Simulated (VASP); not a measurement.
# ZnS (P6_3mc) in VASP: further runs

The runs below take ZnS through single point, with r2SCAN.

Program: VASP 6.6.1. These are calculated values, not measurements. Logs are shortened: lines on timing, memory, paths and dates and some standing lists are left out, and cuts for length are marked.

### 1 The cell of the first run

It takes space group P6_3mc (No. 186, hexagonal). The conventional cell has a = 3.623 Å, b = 3.623 Å, c = 5.987 Å, α = 90.00°, β = 90.00°, γ = 120.00°. Zn (site symmetry 3m) has 4 S at 2.23 Å within 2.9 Å. Within 2.9 Å of S (site symmetry 3m) lie 4 Zn at 2.23 Å.

### 2 Single point, r2SCAN

POSCAR

```
ZnS
1.0
    3.6226282602      0.0000000000      0.0000000000
   -1.8113141301      3.1372881018      0.0000000000
    0.0000000000      0.0000000000      5.9869321932
Zn S
2 2
Direct
    0.3333333333      0.6666666667      0.0065995198
    0.6666666667      0.3333333333      0.5065995198
    0.3333333333      0.6666666667      0.3784004802
    0.6666666667      0.3333333333      0.8784004802
```

INCAR.step1

```
PREC = Accurate
ENCUT = 520
ISMEAR = 0
SIGMA = 0.01
LREAL = F
LASPH = T
NELM = 80
NBANDS = 26
GGA = PE
ALGO = Normal
EDIFF = 1E-4
LWAVE = T
LCHARG = F
```

INCAR.step2

```
PREC = Accurate
ENCUT = 520
EDIFF = 1E-7
ISMEAR = 0
SIGMA = 0.01
LREAL = F
LASPH = T
NELM = 80
ALGO = Normal
ISIF = 2
LWAVE = F
LCHARG = T
METAGGA = R2SCAN
LMIXTAU = T
LELF = T
LVHAR = T
NBANDS = 26
ISTART = 1
```

KPOINTS

```
regular mesh
0
Gamma
  6 6 4
```

Potentials or basis: VASP PAW PBE potentials, release 64 (Zn, S).

Command:

```bash
$ cat potpaw_PBE.64/Zn/POTCAR potpaw_PBE.64/S/POTCAR > POTCAR
$ cp INCAR.step1 INCAR
$ mpirun -np 1 vasp_std > vasp.out
$ cp INCAR.step2 INCAR
$ mpirun -np 1 vasp_std > vasp.out
```

OUTCAR:

```text
PREC = Accurate
   ENCUT = 520
   EDIFF = 1E-7
   ISMEAR = 0
   LREAL = F
   LASPH = T
   NELM = 80
   ISIF = 2
   METAGGA = R2SCAN
   ISTART = 1

 ion  position               nearest neighbor table
   1  0.333  0.667  0.007-   3 2.23   4 2.23   4 2.23   4 2.23
   2  0.667  0.333  0.507-   4 2.23   3 2.23   3 2.23   3 2.23
   3  0.333  0.667  0.378-   1 2.23   2 2.23   2 2.23   2 2.23
   4  0.667  0.333  0.878-   2 2.23   1 2.23   1 2.23   1 2.23

  LATTYP: Found a hexagonal cell.
 ALAT       =     3.6226282602
 C/A-ratio  =     1.6526487851

  Lattice vectors:

 A1 = (   3.6226282602,   0.0000000000,   0.0000000000)
 A2 = (  -1.8113141301,   3.1372881018,   0.0000000000)
 A3 = (   0.0000000000,   0.0000000000,   5.9869321932)

Analysis of symmetry for initial positions (statically):
=====================================================================
 Subroutine PRICEL returns:
 Original cell was already a primitive cell.

 Routine SETGRP: Setting up the symmetry group for a
 hexagonal supercell.

 Subroutine GETGRP returns: Found 12 space group operations
 (whereof  6 operations were pure point group operations)
 out of a pool of 24 trial point group operations.

The static configuration has the point symmetry C_3v.
 The point group associated with its full space group is C_6v.

Analysis of symmetry for dynamics (positions and initial velocities):
=====================================================================
 Subroutine PRICEL returns:
 Original cell was already a primitive cell.

 Routine SETGRP: Setting up the symmetry group for a
 hexagonal supercell.

 Subroutine GETGRP returns: Found 12 space group operations
 (whereof  6 operations were pure point group operations)
 out of a pool of 24 trial point group operations.

The dynamic configuration has the point symmetry C_3v.
 The point group associated with its full space group is C_6v.

 Subroutine INISYM returns: Found 12 space group operations
 (whereof  6 operations are pure point group operations),
 and found     1 'primitive' translations

----------------------------------------------------------------------------------------

                                     Primitive cell

  volume of cell :      68.0429

  direct lattice vectors                    reciprocal lattice vectors
     3.622628260  0.000000000  0.000000000     0.276042676  0.159373313  0.000000000
    -1.811314130  3.137288102  0.000000000     0.000000000  0.318746627  0.000000000
     0.000000000  0.000000000  5.986932193     0.000000000  0.000000000  0.167030454

  length of vectors
     3.622628260  3.622628260  5.986932193     0.318746627  0.318746627  0.167030454

  position of ions in fractional coordinates (direct lattice)
     0.333333333  0.666666667  0.006599520
     0.666666667  0.333333333  0.506599520
     0.333333333  0.666666667  0.378400480
     0.666666667  0.333333333  0.878400480

  ion indices of the primitive-cell ions
   primitive index   ion index
                 1           1
                 2           2
                 3           3
                 4           4

----------------------------------------------------------------------------------------

 KPOINTS: regular mesh

Automatic generation of k-mesh.
 Grid dimensions read from file:
 generate k-points for:    6    6    4

 Generating k-lattice:

  Cartesian coordinates                     Fractional coordinates (reciprocal lattice)
     0.046007113  0.026562219  0.000000000     0.166666667  0.000000000  0.000000000
     0.000000000  0.053124438  0.000000000     0.000000000  0.166666667  0.000000000
     0.000000000  0.000000000  0.041757613     0.000000000  0.000000000  0.250000000

  Length of vectors
     0.053124438  0.053124438  0.041757613

  Shift w.r.t. Gamma in fractional coordinates (k-lattice)
     0.000000000  0.000000000  0.000000000

 Subroutine IBZKPT returns following result:
 ===========================================

 Found     21 irreducible k-points:

 Following reciprocal coordinates:
            Coordinates               Weight
  0.000000  0.000000  0.000000      1.000000
  0.166667 -0.000000  0.000000      6.000000
  0.333333 -0.000000  0.000000      6.000000
  0.500000 -0.000000  0.000000      3.000000
  0.166667  0.166667  0.000000      6.000000
  0.333333  0.166667  0.000000     12.000000
[... 13 lines left out ...]
  0.333333  0.166667  0.500000     12.000000
  0.333333  0.333333  0.500000      2.000000
   k-points           NKPTS =     21   k-points in BZ     NKDIM =     21   number of bands    NBANDS=     26
   number of dos      NEDOS =    301   number of ions     NIONS =      4
   total plane-waves  NPLWV =  37632
   dimension x,y,z NGX =    28 NGY =   28 NGZ =   48
   dimension x,y,z NGXF=    56 NGYF=   56 NGZF=   96
   ions per type =               2   2
   NGX,Y,Z   is equivalent  to a cutoff of  12.85, 12.85, 13.33 a.u.
   NGXF,Y,Z  is equivalent  to a cutoff of  25.70, 25.70, 26.66 a.u.
 SYSTEM =  unknown system
   PREC   = accura    normal or accurate (medium, high low for compatibility)
   ISTART =      1    job   : 0-new  1-cont  2-samecut
   ICHARG =      0    charge: 1-file 2-atom 10-const
   ISPIN  =      1    spin polarized calculation?
   LNONCOLLINEAR =      F non collinear calculations
   LSORBIT =      F    spin-orbit coupling
   LASPH  =      T    aspherical Exc in radial PAW
   ENCUT  =  520.0 eV  38.22 Ry    6.18 a.u.   6.74  6.74 11.13*2*pi/ulx,y,z
   NELM   =     80;   NELMIN=  2; NELMDL=  0     # of ELM steps
   EDIFF  = 0.1E-06   stopping-criterion for ELM
   LREAL  =      F    real-space projection
   EDIFFG = 0.1E-05   stopping-criterion for IOM
   NSW    =      0    number of steps for IOM
   IBRION =     -1    ionic relax: 0-MD 1-quasi-New 2-CG
   NFREE  =      0    steps in history (QN), initial steepest desc. (CG)
   ISIF   =      2    stress and relaxation
   ISYM   =      2    0-nonsym 1-usesym 2-fastsym
   POTIM  = 0.5000    time-step for ionic-motion
   TEBEG  =    0.0;   TEEND  =   0.0 temperature during run
   PSTRESS=    0.0 pullay stress
   NELECT =      36.0000    total number of electrons
   NUPDOWN=      -1.0000    fix difference up-down
   EMIN   =  10.00;   EMAX   =-10.00  energy-range for DOS
   EFERMI =   0.00;   METHOD = LEGACY
   ISMEAR =     0;   SIGMA  =   0.01  broadening in eV -4-tet -1-fermi 0-gaus
   EFERMI_NEDOS =   21; number of points for ismear=-14 and -15
   IALGO  =     38    algorithm
   IMIX   =      4    mixing-type and parameters
     AMIX     =   0.40;   BMIX     =  1.00
     AMIX_MAG =   1.60;   BMIX_MAG =  1.00
  volume/ion in A,a.u.               =      17.01       114.79
  Fermi-wavevector in a.u.,A,eV,Ry     =   1.324082  2.502152 23.853635  1.753193
  Thomas-Fermi vector in A             =   2.453643
   LORBIT       =      0    0 simple, 1 ext, 2 COOP (PROOUT), +10 PAW based schemes
   METAGGA = R2SCAN    functional components
   LHFCALC =     F    Hartree Fock is set to
   AEXX    =    0.0000 exact exchange contribution
   IVDW    =     0    specifies the selected vdW correction
   LEPSILON=     F    determine dielectric tensor
   LRPA    =     F    only Hartree local field effects (RPA)
 non-spin polarized calculation
 Gauss-broadening in eV      SIGMA  =   0.01
  energy-cutoff  :      520.00
  volume of cell :       68.04
 maximum number of plane-waves:      1846
 NGX is ok and might be reduce to    28
   NGX = 13   NGY = 13   NGZ = 23

 number of electron      35.9999988 magnetization

 Free energy of the ion-electron system (eV)
  ---------------------------------------------------
  ext. energy  EPLUGINS =         0.00000000
  ---------------------------------------------------
  free energy    TOTEN  =       -37.29295368 eV

  energy without entropy =      -37.29295368  energy(sigma->0) =      -37.29295368

 E-fermi :   3.4639     XC(G=0): -11.0521

 val. band max:        3.3955268799   @ k =   0.0000   0.0000   0.0000
 cond. band min:       6.8547600181   @ k =   0.0000   0.0000   0.0000
 fundamental gap:      3.4592331382
 Fermi energy:         3.4639130986

 k-point     1 :       0.0000    0.0000    0.0000
  band No.  band energies     occupation
      1     -11.5185      2.00000
      2     -10.2804      2.00000
      3      -3.8754      2.00000
      4      -3.8329      2.00000
      5      -3.8328      2.00000
      6      -3.7126      2.00000
[... 18 lines left out ...]
     25      11.6563      0.00000
     26      13.9359      0.00000

 k-point     2 :       0.1667   -0.0000    0.0000
  band No.  band energies     occupation
      1     -11.2791      2.00000
      2     -10.1447      2.00000
      3      -3.8717      2.00000
      4      -3.8232      2.00000
      5      -3.7867      2.00000
      6      -3.6933      2.00000
[... 18 lines left out ...]
     25      12.1797      0.00000
     26      12.6537      0.00000

 k-point     3 :       0.3333   -0.0000    0.0000
  band No.  band energies     occupation
      1     -10.6940      2.00000
      2      -9.8966      2.00000
      3      -3.9096      2.00000
      4      -3.7613      2.00000
      5      -3.7163      2.00000
      6      -3.5431      2.00000
[... 18 lines left out ...]
     25      12.8800      0.00000
     26      14.5091      0.00000

 k-point     4 :       0.5000   -0.0000    0.0000
  band No.  band energies     occupation
      1     -10.2777      2.00000
      2      -9.8435      2.00000
      3      -3.8826      2.00000
      4      -3.6947      2.00000
      5      -3.6408      2.00000
      6      -3.5261      2.00000
[... 18 lines left out ...]
     25      13.3572      0.00000
     26      16.1626      0.00000
[... 409 lines left out ...]
      1     -10.4309      2.00000
      2     -10.4309      2.00000
      3      -3.9140      2.00000
      4      -3.9140      2.00000
      5      -3.6765      2.00000
      6      -3.6765      2.00000
[... 18 lines left out ...]
     25      12.4591      0.00000
     26      12.4591      0.00000

 k-point    20 :       0.3333    0.1667    0.5000
  band No.  band energies     occupation
      1     -10.0548      2.00000
      2     -10.0548      2.00000
      3      -3.8594      2.00000
      4      -3.8594      2.00000
      5      -3.5890      2.00000
      6      -3.5890      2.00000
[... 18 lines left out ...]
     25      13.5391      0.00000
     26      13.5391      0.00000

 k-point    21 :       0.3333    0.3333    0.5000
  band No.  band energies     occupation
      1      -9.9246      2.00000
      2      -9.9246      2.00000
      3      -3.7262      2.00000
      4      -3.7262      2.00000
      5      -3.6499      2.00000
      6      -3.6499      2.00000
[... 18 lines left out ...]
     25      13.7126      0.00000
     26      13.7126      0.00000

------------------------ aborting loop because EDIFF is reached ----------------------------------------

  FORCE on cell =-STRESS in cart. coord.  units (eV):
  Direction    XX          YY          ZZ          XY          YZ          ZX
  --------------------------------------------------------------------------------------
  -------------------------------------------------------------------------------------
  Total        6.3852901      6.3852901      6.4115433      0.0000000      0.0000000      0.0000000
  in kB      150.3518250    150.3518250    150.9699976      0.0000000      0.0000000      0.0000000
  external PRESSURE =     150.5578825 kB  Pullay stress =       0.0000000 kB

 VOLUME and BASIS-vectors are now :
 -----------------------------------------------------------------------------
  energy-cutoff  :      520.00
  volume of cell :       68.04
      direct lattice vectors                 reciprocal lattice vectors
     3.622628260  0.000000000  0.000000000     0.276042676  0.159373313  0.000000000
    -1.811314130  3.137288102  0.000000000     0.000000000  0.318746627  0.000000000
     0.000000000  0.000000000  5.986932193     0.000000000  0.000000000  0.167030454

 POSITION                                       TOTAL-FORCE (eV/Angst)
 -----------------------------------------------------------------------------------
     -0.00000      2.09153      0.03951         0.000000      0.000000     -0.002961
      1.81131      1.04576      3.03298        -0.000000      0.000000     -0.002961
     -0.00000      2.09153      2.26546        -0.000000      0.000000      0.002961
      1.81131      1.04576      5.25892        -0.000000     -0.000000      0.002961
 -----------------------------------------------------------------------------------
    total drift:                                0.000001      0.000002     -0.028585

  FREE ENERGIE OF THE ION-ELECTRON SYSTEM (eV)
  ---------------------------------------------------
  free  energy   TOTEN  =       -37.2929536756 eV

  energy  without entropy=      -37.2929536756  energy(sigma->0) =      -37.29295368
```

It took 2.7 min on 1 thread of Intel Xeon Platinum 8488C (Sapphire Rapids), shared host; peak memory 0.2 GiB.

Results:

```yaml
Free_energy: -37.2930 eV
Pressure: 15.1 GPa
Band_gap_on_the_k_mesh: 3.46 eV
```

Forces in eV/Å, atoms in the order of the input:
```
Zn   0.000  0.000 -0.003
Zn   0.000  0.000 -0.003
S    0.000  0.000  0.003
S    0.000  0.000  0.003
```

Levels at points of the mesh, in eV from the valence-band top:
| k point | band 15 | band 16 | band 17 | band 18 | band 19 | band 20 | band 21 | band 22 |
| --- | --- | --- | --- | --- | --- | --- | --- | --- |
| (0.00, 0.00, 0.00) | -1.15 | -0.16 | 0.00 | 0.00 | 3.46 | 3.92 | 6.66 | 6.66 |
| (0.50, 0.00, 0.00) | -4.12 | -2.88 | -2.23 | -1.14 | 3.88 | 5.06 | 5.26 | 7.18 |
| (0.00, 0.00, 0.50) | -0.60 | -0.60 | -0.60 | -0.60 | 4.53 | 4.53 | 7.16 | 7.16 |
| (0.50, 0.00, 0.50) | -2.13 | -2.13 | -2.07 | -2.07 | 3.89 | 3.89 | 5.50 | 5.50 |

Caveat: the cell stands under pressure; the PAW data sets were made with another functional, which shifts forces and pressure a little. A k mesh can miss the band edges.

### 3 Single point, r2SCAN

This run uses another cell than the first one, of 17.68 Å³/atom.

POSCAR

```
ZnS
1.0
    3.6732153204      0.0000000000      0.0000000000
   -1.8366076602      3.1810977811      0.0000000000
    0.0000000000      0.0000000000      6.0537961112
Zn S
2 2
Direct
    0.3333333333      0.6666666667      0.0061623197
    0.6666666667      0.3333333333      0.5061623197
    0.3333333333      0.6666666667      0.3788376803
    0.6666666667      0.3333333333      0.8788376803
```

INCAR.step1

```
SYSTEM = ZnS
PREC = Accurate ; ENCUT = 520
ISMEAR = 0 ; SIGMA = 0.01
LREAL = .FALSE. ; LASPH = .TRUE.
NELM = 100 ; NBANDS = 26
GGA = PE ; ALGO = Normal
EDIFF = 1E-4 ; LWAVE = .TRUE.
LCHARG = .FALSE.
```

INCAR.step2

```
SYSTEM = ZnS
PREC = Accurate ; ENCUT = 520
EDIFF = 1E-6 ; ISMEAR = 0
SIGMA = 0.01 ; LREAL = .FALSE.
LASPH = .TRUE. ; NELM = 100
ALGO = Normal ; ISIF = 2
LWAVE = .FALSE. ; LCHARG = .TRUE.
METAGGA = R2SCAN ; LMIXTAU = .TRUE.
LELF = .TRUE. ; LVHAR = .TRUE.
NBANDS = 26 ; ISTART = 1
```

KPOINTS

```
regular mesh
0
G
  6 6 4
  0 0 0
```

Potentials or basis: VASP PAW PBE potentials, release 64 (Zn, S).

Command:

```bash
$ cat potpaw_PBE.64/Zn/POTCAR potpaw_PBE.64/S/POTCAR > POTCAR
$ cp INCAR.step1 INCAR
$ mpirun -np 1 vasp_std > vasp.out
$ cp INCAR.step2 INCAR
$ mpirun -np 1 vasp_std > vasp.out
```

It took 2.4 min on 1 thread of Intel Xeon Platinum 8488C (Sapphire Rapids), shared host; peak memory 0.21 GiB.

The run converged. Its results:

- Free energy: -37.5025 eV
- Pressure: 10.0 GPa
- Largest force: 0.008 eV/Å
- Band gap on the k mesh: 3.27 eV

Forces on the atoms (eV/Å):
```
Zn   0.000  0.000 -0.008
Zn   0.000  0.000 -0.008
S    0.000  0.000  0.008
S    0.000  0.000  0.008
```

Levels at points of the mesh, in eV from the valence-band top:
```tsv
k point	band 14	band 15	band 16	band 17	band 18	band 19	band 20	band 21	band 22	band 23
(0.00, 0.00, 0.00)	-1.08	-1.08	-0.13	0.00	0.00	3.27	3.84	6.70	6.71	6.92
(0.50, 0.00, 0.00)	-4.63	-3.90	-2.71	-2.08	-1.07	3.93	5.00	5.32	7.25	8.38
(0.00, 0.00, 0.50)	-3.20	-0.57	-0.57	-0.57	-0.57	4.42	4.42	7.19	7.19	7.19
(0.50, 0.00, 0.50)	-5.48	-1.99	-1.99	-1.95	-1.95	3.92	3.92	5.55	5.55	9.48
```

Caveat: the cell stands under pressure; the PAW data sets were made with another functional, which shifts forces and pressure a little.

(Continued in part 2 of 2.)
